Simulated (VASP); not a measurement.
Wanted: the native input for a VASP 6.6.1 run.

```
Task                   : single point
Functional             : LDA
Potentials or basis    : VASP PAW LDA potentials, release 64 (Zr_sv, H)
Cutoff                 : 520 eV
k mesh                 : 5 × 5 × 5
Occupations            : gaussian, width 0.02 eV
Spin                   : no spin polarisation
Dipole correction      : no
Further INCAR settings : ALGO = Normal; EDIFF = 1e-06; NBANDS = 14
```

The structure of ZrH2 lies in POSCAR:

```
ZrH2
1.0
    3.3487838414      0.0000000000      0.0000000000
    1.6743919207      2.9001318784      0.0000000000
    1.6743919207      0.9667106261      2.7342705567
Zr H
1 2
Direct
    0.0000000000      0.0000000000      0.0000000000
    0.7500000000      0.7500000000      0.7500000000
    0.2500000000      0.2500000000      0.2500000000
```

These files were run (other wordings do the same):

INCAR

```
SYSTEM = ZrH2
PREC = Accurate
ENCUT = 520
EDIFF = 1E-6
ISMEAR = 0
SIGMA = 0.02
LREAL = .False.
LASPH = .True.
NELM = 100
ALGO = Normal
ISIF = 2
LWAVE = .False.
LCHARG = .False.
GGA = CA
NBANDS = 14
```

KPOINTS

```
Automatic mesh
0
Gamma
  5 5 5
  0 0 0
```

Potentials or basis: VASP PAW LDA potentials, release 64 (Zr_sv, H).

Run with:

```console
$ cat potpaw_LDA.64/Zr_sv/POTCAR potpaw_LDA.64/H/POTCAR > POTCAR
$ mpirun -np 1 vasp_std > vasp.out
```

It gave:

```yaml
Pressure: 0.1 GPa
Band_gap_on_the_k_mesh: zero (band 7 reaches 9.18 eV, above the bottom of band 8 at 8.35 eV)
```

Caveat: the k points lie up to 0.46 Å⁻¹ apart.

Wall time 3.8 s on 1 thread of Intel(R) Xeon(R) Platinum 8488C (Sapphire Rapids) (shared host), peak memory 0.13 GiB.
